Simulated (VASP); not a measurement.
# BaTiO3 (Amm2) in VASP: a series of runs

BaTiO3 is run at these levels: PBE+U; tasks: single point.

All numbers are computed with VASP 6.6.1; they aren't measurements. Logs are shortened: lines on timing, memory, paths and dates and some standing lists are left out, and cuts for length are marked.

## 1. The cell of the first run

It takes space group Amm2 (No. 38, orthorhombic). Conventional cell: a = 4.209 Å, b = 6.034 Å, c = 5.772 Å, α = 90.00°, β = 90.00°, γ = 90.00°. Ba (site symmetry mm2) has 12 O at 2.79 to 3.02 Å and 8 Ti at 3.52 to 3.68 Å within 3.7 Å. Within 2.6 Å of Ti (site symmetry mm2) lie 6 O at 1.94 to 2.24 Å. O (site symmetry mm2) has 2 Ti at 2.11 Å and 1 Ba at 2.79 Å within 2.8 Å. Within 2.6 Å of O (site symmetry m) lie 2 Ti at 1.94 to 2.24 Å.

## 2. Single point, PBE+U (strain +0.050 along x and y, +0.000 along z)

INCAR reads:

```
SYSTEM = BaTiO3
PREC = Accurate
ENCUT = 910
EDIFF = 1E-6
ISMEAR = 0
SIGMA = 0.05
LREAL = .FALSE.
LASPH = .TRUE.
NELM = 200
ALGO = Normal
ISIF = 2
LWAVE = .FALSE.
LCHARG = .FALSE.
LMAXMIX = 4
LDAU = .TRUE.
LDAUTYPE = 2
LDAUL = -1 2 -1
LDAUU = 0 4 0
LDAUJ = 0 0 0
LDAUPRINT = 1
GGA = PE
NBANDS = 28
GGA_COMPAT = .FALSE.
```

KPOINTS reads:

```
regular mesh
0
G
  6 6 6
  0 0 0
```

POSCAR reads:

```
BaTiO3
1.0
    4.2086303835      0.0000000000      0.0000000000
    0.0000000000      3.0169455574      2.8859184405
    0.0000000000     -3.0169455574      2.8859184405
Ba Ti O
1 1 3
Direct
    0.0000000000      0.0080771898      0.0080771898
    0.5000000000      0.5197092923      0.5197092923
    0.0000000000      0.4916268263      0.4916268263
    0.5000000000      0.4938075436      0.9829991481
    0.5000000000      0.9829991481      0.4938075436
```

Potentials or basis: VASP PAW PBE potentials, release 64 (Ba_sv, Ti_sv, O_h).

Started as:

```sh
cat potpaw_PBE.64/Ba_sv/POTCAR potpaw_PBE.64/Ti_sv/POTCAR potpaw_PBE.64/O_h/POTCAR > POTCAR
mpirun -np 1 vasp_std > vasp.out
```

OUTCAR:

```text
SYSTEM = BaTiO3
   PREC = Accurate
   ENCUT = 910
   EDIFF = 1E-6
   ISMEAR = 0
   LREAL = .FALSE.
   LASPH = .TRUE.
   NELM = 200
   ISIF = 2
   GGA = PE

 ion  position               nearest neighbor table
   1  0.000  0.008  0.008-   3 2.79   4 2.93   5 2.93   4 2.93   5 2.93   3 2.98   4 3.00   5 3.00
                             5 3.00   4 3.00   3 3.02   3 3.02   2 3.52   2 3.52   2 3.63   2 3.63
   2  0.500  0.520  0.520-   4 1.94   5 1.94   3 2.11   3 2.11   1 3.52   1 3.52   1 3.63   1 3.63
                             1 3.68   1 3.68   1 3.68   1 3.68
   3  0.000  0.492  0.492-   2 2.11   2 2.11   1 2.79   1 2.98   1 3.02   1 3.02
   4  0.500  0.494  0.983-   2 1.94   1 2.93   1 2.93   1 3.00   1 3.00
   5  0.500  0.983  0.494-   2 1.94   1 2.93   1 2.93   1 3.00   1 3.00

  LATTYP: Found a base centered orthorhombic cell.
 ALAT       =     5.7718368810
 B/A-ratio  =     1.0454022245
 C/A-ratio  =     0.7291665496

  Lattice vectors:

 A1 = (   0.0000000000,   3.0169455574,   2.8859184405)
 A2 = (   0.0000000000,  -3.0169455574,   2.8859184405)
 A3 = (   4.2086303835,   0.0000000000,   0.0000000000)

Analysis of symmetry for initial positions (statically):
=====================================================================
 Subroutine PRICEL returns:
 Original cell was already a primitive cell.

 Routine SETGRP: Setting up the symmetry group for a
 base centered orthorhombic supercell.

 Subroutine GETGRP returns: Found  4 space group operations
 (whereof  4 operations were pure point group operations)
 out of a pool of  8 trial point group operations.

The static configuration has the point symmetry C_2v.

Analysis of symmetry for dynamics (positions and initial velocities):
=====================================================================
 Subroutine PRICEL returns:
 Original cell was already a primitive cell.

 Routine SETGRP: Setting up the symmetry group for a
 base centered orthorhombic supercell.

 Subroutine GETGRP returns: Found  4 space group operations
 (whereof  4 operations were pure point group operations)
 out of a pool of  8 trial point group operations.

The dynamic configuration has the point symmetry C_2v.

 Subroutine INISYM returns: Found  4 space group operations
 (whereof  4 operations are pure point group operations),
 and found     1 'primitive' translations

----------------------------------------------------------------------------------------

                                     Primitive cell

  volume of cell :      73.2862

  direct lattice vectors                    reciprocal lattice vectors
     4.208630384  0.000000000  0.000000000     0.237606991  0.000000000  0.000000000
     0.000000000  3.016945557  2.885918440     0.000000000  0.165730535  0.173255070
     0.000000000 -3.016945557  2.885918440     0.000000000 -0.165730535  0.173255070

  length of vectors
     4.208630384  4.174983322  4.174983322     0.237606991  0.239758064  0.239758064

  position of ions in fractional coordinates (direct lattice)
     0.000000000  0.008077190  0.008077190
     0.500000000  0.519709292  0.519709292
     0.000000000  0.491626826  0.491626826
     0.500000000  0.493807544  0.982999148
     0.500000000  0.982999148  0.493807544

  ion indices of the primitive-cell ions
   primitive index   ion index
                 1           1
                 2           2
                 3           3
                 4           4
                 5           5

----------------------------------------------------------------------------------------

 KPOINTS: regular mesh

Automatic generation of k-mesh.
 Grid dimensions read from file:
[... 55 lines left out ...]
 SYSTEM =  BaTiO3
   PREC   = accura    normal or accurate (medium, high low for compatibility)
   ISTART =      0    job   : 0-new  1-cont  2-samecut
   ICHARG =      2    charge: 1-file 2-atom 10-const
   ISPIN  =      1    spin polarized calculation?
   LNONCOLLINEAR =      F non collinear calculations
   LSORBIT =      F    spin-orbit coupling
   LASPH  =      T    aspherical Exc in radial PAW
   ENCUT  =  910.0 eV  66.88 Ry    8.18 a.u.  10.35 10.27 10.27*2*pi/ulx,y,z
   NELM   =    200;   NELMIN=  2; NELMDL= -5     # of ELM steps
   EDIFF  = 0.1E-05   stopping-criterion for ELM
   LREAL  =      F    real-space projection
   EDIFFG = 0.1E-04   stopping-criterion for IOM
   NSW    =      0    number of steps for IOM
   IBRION =     -1    ionic relax: 0-MD 1-quasi-New 2-CG
   NFREE  =      0    steps in history (QN), initial steepest desc. (CG)
   ISIF   =      2    stress and relaxation
   ISYM   =      2    0-nonsym 1-usesym 2-fastsym
   POTIM  = 0.5000    time-step for ionic-motion
   TEBEG  =    0.0;   TEEND  =   0.0 temperature during run
   PSTRESS=    0.0 pullay stress
   NELECT =      40.0000    total number of electrons
   NUPDOWN=      -1.0000    fix difference up-down
   EMIN   =  10.00;   EMAX   =-10.00  energy-range for DOS
   EFERMI =   0.00;   METHOD = LEGACY
   ISMEAR =     0;   SIGMA  =   0.05  broadening in eV -4-tet -1-fermi 0-gaus
   EFERMI_NEDOS =   21; number of points for ismear=-14 and -15
   IALGO  =     38    algorithm
   IMIX   =      4    mixing-type and parameters
     AMIX     =   0.40;   BMIX     =  1.00
     AMIX_MAG =   1.60;   BMIX_MAG =  1.00
  volume/ion in A,a.u.               =      14.66        98.91
  Fermi-wavevector in a.u.,A,eV,Ry     =   1.337891  2.528247 24.353779  1.789952
  Thomas-Fermi vector in A             =   2.466404
   LORBIT       =      0    0 simple, 1 ext, 2 COOP (PROOUT), +10 PAW based schemes
 LDA+U is selected, type is set to LDAUTYPE =  2
   angular momentum for each species LDAUL =    -1    2   -1
   U (eV)           for each species LDAUU =   0.0  4.0  0.0
   J (eV)           for each species LDAUJ =   0.0  0.0  0.0
   GGA     = PE    functional components
   LHFCALC =     F    Hartree Fock is set to
   AEXX    =    0.0000 exact exchange contribution
   IVDW    =     0    specifies the selected vdW correction
   LEPSILON=     F    determine dielectric tensor
   LRPA    =     F    only Hartree local field effects (RPA)
 non-spin polarized calculation
 Gauss-broadening in eV      SIGMA  =   0.05
  energy-cutoff  :      910.00
  volume of cell :       73.29
 maximum number of plane-waves:      4588
 NGX is ok and might be reduce to    42
   NGX = 21   NGY = 21   NGZ = 21

atom =   2  type =  2  l = 2

 onsite density matrix

spin component  1

  0.1027  0.0000  0.0000  0.0000  0.0000
  0.0000  0.2287  0.0000  0.0000  0.0000
  0.0000  0.0000  0.1290  0.0000 -0.0368
  0.0000  0.0000  0.0000  0.1012  0.0000
  0.0000  0.0000 -0.0368  0.0000  0.1966

spin component  2

  0.1027  0.0000  0.0000  0.0000  0.0000
  0.0000  0.2287  0.0000  0.0000  0.0000
  0.0000  0.0000  0.1290  0.0000 -0.0368
  0.0000  0.0000  0.0000  0.1012  0.0000
  0.0000  0.0000 -0.0368  0.0000  0.1966

 occupancies and eigenvectors

  o =  0.1012  v =  0.0000  0.0000  0.0000  1.0000  0.0000  0.0000  0.0000  0.0000  0.0000  0.0000      0.0000  0.0000  0.0000  0.0000  0.0000  0.0000  0.0000  0.0000  0.0000  0.0000
  o =  0.1012  v =  0.0000  0.0000  0.0000  0.0000  0.0000  0.0000  0.0000  0.0000  1.0000  0.0000      0.0000  0.0000  0.0000  0.0000  0.0000  0.0000  0.0000  0.0000  0.0000  0.0000
  o =  0.1027  v =  1.0000  0.0000  0.0000  0.0000  0.0000  0.0000  0.0000  0.0000  0.0000  0.0000      0.0000  0.0000  0.0000  0.0000  0.0000  0.0000  0.0000  0.0000  0.0000  0.0000
  o =  0.1027  v =  0.0000  0.0000  0.0000  0.0000  0.0000  1.0000  0.0000  0.0000  0.0000  0.0000      0.0000  0.0000  0.0000  0.0000  0.0000  0.0000  0.0000  0.0000  0.0000  0.0000
  o =  0.1128  v =  0.0000  0.0000 -0.9155  0.0000 -0.4023  0.0000  0.0000  0.0000  0.0000  0.0000      0.0000  0.0000  0.0000  0.0000  0.0000  0.0000  0.0000  0.0000  0.0000  0.0000
  o =  0.1128  v =  0.0000  0.0000  0.0000  0.0000  0.0000  0.0000  0.0000 -0.9155  0.0000 -0.4023      0.0000  0.0000  0.0000  0.0000  0.0000  0.0000  0.0000  0.0000  0.0000  0.0000
  o =  0.2128  v =  0.0000  0.0000  0.0000  0.0000  0.0000  0.0000  0.0000 -0.4023  0.0000  0.9155      0.0000  0.0000  0.0000  0.0000  0.0000  0.0000  0.0000  0.0000  0.0000  0.0000
  o =  0.2128  v =  0.0000  0.0000 -0.4023  0.0000  0.9155  0.0000  0.0000  0.0000  0.0000  0.0000      0.0000  0.0000  0.0000  0.0000  0.0000  0.0000  0.0000  0.0000  0.0000  0.0000
  o =  0.2287  v =  0.0000  0.0000  0.0000  0.0000  0.0000  0.0000  1.0000  0.0000  0.0000  0.0000      0.0000  0.0000  0.0000  0.0000  0.0000  0.0000  0.0000  0.0000  0.0000  0.0000
  o =  0.2287  v =  0.0000  1.0000  0.0000  0.0000  0.0000  0.0000  0.0000  0.0000  0.0000  0.0000      0.0000  0.0000  0.0000  0.0000  0.0000  0.0000  0.0000  0.0000  0.0000  0.0000

 number of electron      39.9999996 magnetization

 Free energy of the ion-electron system (eV)
  ---------------------------------------------------
  ext. energy  EPLUGINS =         0.00000000
  ---------------------------------------------------
  free energy    TOTEN  =       -37.10800730 eV

  energy without entropy =      -37.10800730  energy(sigma->0) =      -37.10800730

 E-fermi :   3.5431     XC(G=0): -10.5688

 val. band max:        3.3342566059   @ k =   0.5000   0.5000   0.5000
 cond. band min:       5.5157243671   @ k =   0.0000   0.0000   0.0000
 fundamental gap:      2.1814677612
 Fermi energy:         3.5431092799

 k-point     1 :       0.0000    0.0000    0.0000
  band No.  band energies     occupation
      1     -54.7978      2.00000
      2     -30.9633      2.00000
      3     -30.9164      2.00000
      4     -30.8980      2.00000
      5     -21.8991      2.00000
      6     -13.3231      2.00000
[... 733 lines left out ...]
     27      10.6865      0.00000
     28      11.1570      0.00000

 [... further k-points ...]

------------------------ aborting loop because EDIFF is reached ----------------------------------------

  FORCE on cell =-STRESS in cart. coord.  units (eV):
  Direction    XX          YY          ZZ          XY          YZ          ZX
  --------------------------------------------------------------------------------------
  -------------------------------------------------------------------------------------
  Total       -5.5736165     -6.3263146     -2.0248731      0.0000000      0.0000000      0.0000000
  in kB     -121.8499495   -138.3053755    -44.2676107      0.0000000      0.0000000      0.0000000
  external PRESSURE =    -101.4743119 kB  Pullay stress =       0.0000000 kB

 VOLUME and BASIS-vectors are now :
 -----------------------------------------------------------------------------
  energy-cutoff  :      910.00
  volume of cell :       73.29
      direct lattice vectors                 reciprocal lattice vectors
     4.208630384  0.000000000  0.000000000     0.237606991  0.000000000  0.000000000
     0.000000000  3.016945557  2.885918440     0.000000000  0.165730535  0.173255070
     0.000000000 -3.016945557  2.885918440     0.000000000 -0.165730535  0.173255070

 POSITION                                       TOTAL-FORCE (eV/Angst)
 -----------------------------------------------------------------------------------
      0.00000      0.00000      0.04662         0.000000      0.000000     -0.001510
      2.10432      0.00000      2.99968         0.000000      0.000000      0.081172
      0.00000      0.00000      2.83759         0.000000      0.000000      0.135545
      2.10432     -1.47586      4.26194         0.000000      0.234351     -0.107604
      2.10432      1.47586      4.26194         0.000000     -0.234351     -0.107604
 -----------------------------------------------------------------------------------
    total drift:                                0.000000     -0.000000     -0.001388

  FREE ENERGIE OF THE ION-ELECTRON SYSTEM (eV)
  ---------------------------------------------------
  free  energy   TOTEN  =       -37.1080072983 eV

  energy  without entropy=      -37.1080072983  energy(sigma->0) =      -37.10800730
```

It took 3.9 min on 1 thread of Intel Xeon Platinum 8259CL at 2.50GHz (Skylake/Cascade Lake), shared host; peak memory 0.43 GiB.

What came out:

```
Free energy            : -37.1080 eV
Pressure               : -10.1 GPa
Largest force          : 0.258 eV/Å
Band gap on the k mesh : 2.18 eV (least direct gap 2.60 eV)
```

Forces on the atoms (eV/Å):
```
Ba   0.000  0.000 -0.002
Ti   0.000  0.000  0.081
O    0.000  0.000  0.136
O    0.000  0.234 -0.108
O    0.000 -0.234 -0.108
```

Stress tensor (GPa, compression positive):
```
-12.18   0.00   0.00
  0.00 -13.83   0.00
  0.00   0.00  -4.43
```

Eigenvalues of the final occupation matrices:
```tsv
site	spin	trace	eigenvalues
site 2 d	1	0.76	0.10 0.10 0.11 0.21 0.23
site 2 d	2	0.76	0.10 0.10 0.11 0.21 0.23
```

Caveat: the cell differs from its parent crystal (strain +0.050 along x and y, +0.000 along z); the cutoff is under 1.25 times the usual one of these potentials, so pressure, stress and relaxed cells hold a basis-set (Pulay) error; the cell stands under tension; spin-orbit coupling is left out, which moves the levels of the heavy elements. A k mesh can miss the band edges.

## 3. Single point, PBE+U (strain +0.000 along x and y, -0.050 along z)

INCAR reads:

```
PREC = Accurate
ENCUT = 520
EDIFF = 1E-6
ISMEAR = 0
SIGMA = 0.05
LREAL = F
LASPH = T
NELM = 150
ALGO = Normal
ISIF = 2
LWAVE = F
LCHARG = F
LMAXMIX = 4
LDAU = T
LDAUTYPE = 2
LDAUL = -1 2 -1
LDAUU = 0 4 0
LDAUJ = 0 0 0
LDAUPRINT = 1
GGA = PE
NBANDS = 28
```

KPOINTS reads:

```
Automatic mesh
0
Gamma
  6 6 6
```

Changes to POSCAR since step 2:

```diff
@@ -2,5 +2,5 @@
 1.0
-    4.2086303835      0.0000000000      0.0000000000
-    0.0000000000      3.0169455574      2.8859184405
-    0.0000000000     -3.0169455574      2.8859184405
+    4.0082194129      0.0000000000      0.0000000000
+    0.0000000000      2.8732814832      2.7416225185
+    0.0000000000     -2.8732814832      2.7416225185
 Ba Ti O
```

Potentials or basis: VASP PAW PBE potentials, release 64 (Ba_sv, Ti_sv, O).

Started as:

```sh
cat potpaw_PBE.64/Ba_sv/POTCAR potpaw_PBE.64/Ti_sv/POTCAR potpaw_PBE.64/O/POTCAR > POTCAR
mpirun -np 1 vasp_std > vasp.out
```

OUTCAR:

```text
PREC = Accurate
   ENCUT = 520
   EDIFF = 1E-6
   ISMEAR = 0
   LREAL = F
   LASPH = T
   NELM = 150
   ISIF = 2
   GGA = PE

 ion  position               nearest neighbor table
   1  0.000  0.008  0.008-   3 2.65   4 2.79   5 2.79   4 2.79   5 2.79   3 2.83   4 2.86   5 2.86
                             5 2.86   4 2.86   3 2.87   3 2.87   2 3.34   2 3.34   2 3.45   2 3.45
   2  0.500  0.520  0.520-   4 1.85   5 1.85   3 2.01   3 2.01   5 2.13   4 2.13   1 3.34   1 3.34
                             1 3.45   1 3.45   1 3.50   1 3.50   1 3.50   1 3.50
   3  0.000  0.492  0.492-   2 2.01   2 2.01   1 2.65   1 2.83   1 2.87   1 2.87
[... 990 lines left out ...]
  -------------------------------------------------------------------------------------
  Total        3.5964162      3.6942796      8.2976945      0.0000000      0.0000000      0.0000000
  in kB       91.2458683     93.7287931    210.5235617      0.0000000      0.0000000      0.0000000
  external PRESSURE =     131.8327410 kB  Pullay stress =       0.0000000 kB

 VOLUME and BASIS-vectors are now :
 -----------------------------------------------------------------------------
  energy-cutoff  :      520.00
  volume of cell :       63.15
      direct lattice vectors                 reciprocal lattice vectors
     4.008219413  0.000000000  0.000000000     0.249487340  0.000000000  0.000000000
     0.000000000  2.873281483  2.741622518     0.000000000  0.174017061  0.182373757
     0.000000000 -2.873281483  2.741622518     0.000000000 -0.174017061  0.182373757

 POSITION                                       TOTAL-FORCE (eV/Angst)
 -----------------------------------------------------------------------------------
      0.00000      0.00000      0.04429         0.000000      0.000000     -0.170118
      2.00411      0.00000      2.84969         0.000000      0.000000     -1.366829
      0.00000      0.00000      2.69571         0.000000      0.000000      0.148613
      2.00411     -1.40559      4.04885         0.000000     -0.707657      0.694167
      2.00411      1.40559      4.04885         0.000000      0.707657      0.694167
 -----------------------------------------------------------------------------------
    total drift:                                0.000000      0.000002      0.000334

  FREE ENERGIE OF THE ION-ELECTRON SYSTEM (eV)
  ---------------------------------------------------
  free  energy   TOTEN  =       -37.0609360958 eV

  energy  without entropy=      -37.0609360958  energy(sigma->0) =      -37.06093610
```

stdout:

```text
POSCAR found type information on POSCAR BaTiO
 POSCAR found :  3 types and       5 ions
 scaLAPACK will be used
 LDA part: xc-table for (Slater+PW92), standard interpolation
 POSCAR, INCAR and KPOINTS ok, starting setup
 FFT: planning ... GRIDC
 FFT: planning ... GRID_SOFT
 FFT: planning ... GRID
 WAVECAR not read
 entering main loop
```

Run time: 39 s. Hardware: 1 thread of Intel Xeon 6975P-C (Granite Rapids), shared host; peak memory 0.23 GiB.

What came out:

```yaml
Free_energy: -37.0609 eV
Pressure: 13.2 GPa
Largest_force: 1.367 eV/Å
Band_gap_on_the_k_mesh: 2.57 eV (least direct gap 2.89 eV)
```

Forces in eV/Å, atoms in the order of the input:
```
Ba   0.000  0.000 -0.170
Ti   0.000  0.000 -1.367
O    0.000  0.000  0.149
O    0.000 -0.708  0.694
O    0.000  0.708  0.694
```

Stress tensor (GPa, compression positive):
```
 9.12  0.00  0.00
 0.00  9.37  0.00
 0.00  0.00 21.05
```

Levels at points of the mesh, in eV from the valence-band top:
```csv
k point,band 18,band 19,band 20,band 21,band 22,band 23
"(0.00, 0.00, 0.00)",-0.48,-0.46,-0.32,2.57,2.67,2.80
"(0.50, 0.00, 0.00)",-1.35,-1.25,-0.93,2.99,3.99,4.21
"(0.00, 0.50, 0.00)",-1.77,-0.96,-0.86,2.81,4.20,4.25
"(0.50, 0.50, 0.00)",-1.01,-0.99,-0.14,4.12,4.24,4.61
"(0.00, 0.50, 0.50)",-0.85,-0.70,-0.16,4.22,4.34,4.61
"(0.50, 0.50, 0.50)",-0.08,-0.08,0.00,4.72,4.85,4.95
```

Eigenvalues of the final occupation matrices:
```tsv
site	spin	trace	eigenvalues
site 2 d	1	0.84	0.11 0.11 0.12 0.24 0.26
site 2 d	2	0.84	0.11 0.11 0.12 0.24 0.26
```

Caveat: the cell differs from its parent crystal (strain +0.000 along x and y, -0.050 along z); the cell stands under pressure; spin-orbit coupling is left out, which moves the levels of the heavy elements; forces of over 1 eV/Å act on the atoms, so gaps and moduli don't describe the material at rest. A k mesh can miss the band edges.
